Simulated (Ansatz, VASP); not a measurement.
## W in VASP and in Ansatz

```
CELL_PARAMETERS angstrom
0.00000 2.04797 2.04797
2.04797 0.00000 2.04797
2.04797 2.04797 0.00000
ATOMIC_POSITIONS crystal
W 0.00000 0.00000 0.00000
```

Alike in both runs: task single point; functional r2SCAN; k mesh 18 × 18 × 18; occupations gaussian, width 0.1 eV; no spin polarisation.

|  | VASP | Ansatz |
| --- | --- | --- |
| version | VASP 6.6.1 | Ansatz 0.2.0 |
| potentials or method | VASP PAW PBE potentials, release 64 (W_sv), cutoff 520 eV | scalar-relativistic, plane waves, PAW |
| valence electrons in the cell | 14 | 14 |

Ansatz gave:

- gap on the k mesh at the Fermi level (eV): none
- pressure (GPa): -15.7

Problem. Which values does VASP return?

Solution. gap on the k mesh at the Fermi level (eV): none; pressure (GPa): -14.8.

VASP's potentials were made for PBE, not for r2SCAN. A gap of «none» marks a metal or a gap that the smearing closes.

Neither program's run includes spin-orbit coupling.
